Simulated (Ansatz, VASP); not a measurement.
**CdS in VASP and in Ansatz**

```
Cd S
1.0
     4.26117    0.00000    0.00000
    -2.13058    3.69028    0.00000
     0.00000    0.00000    5.80417
Cd S
1 1
Direct
  0.00000 0.00000 0.44269
  0.66667 0.33333 0.43431
```

Alike in both runs: task single point; functional LDA; k mesh 6 × 6 × 4; no spin polarisation.

```csv
,VASP,Ansatz
version,VASP 6.6.1,Ansatz 0.2.0
potentials or method,"VASP PAW LDA potentials, release 64 (Cd, S)","plane waves, PAW"
plane-wave cutoff (eV),520,420
occupations,"gaussian, width 0.01 eV",fixed
valence electrons in the cell,18,26
```

```csv
,VASP,Ansatz,Ansatz less VASP
gap on the k mesh at the Fermi level (eV),1.27,1.24,-0.030
```

LDA's correlation is that of Perdew and Zunger in VASP and of Perdew and Wang (1992) in Ansatz. VASP's potentials hold 18 valence electrons a cell and Ansatz's 26, so a difference there can come from the potentials and not from the codes.
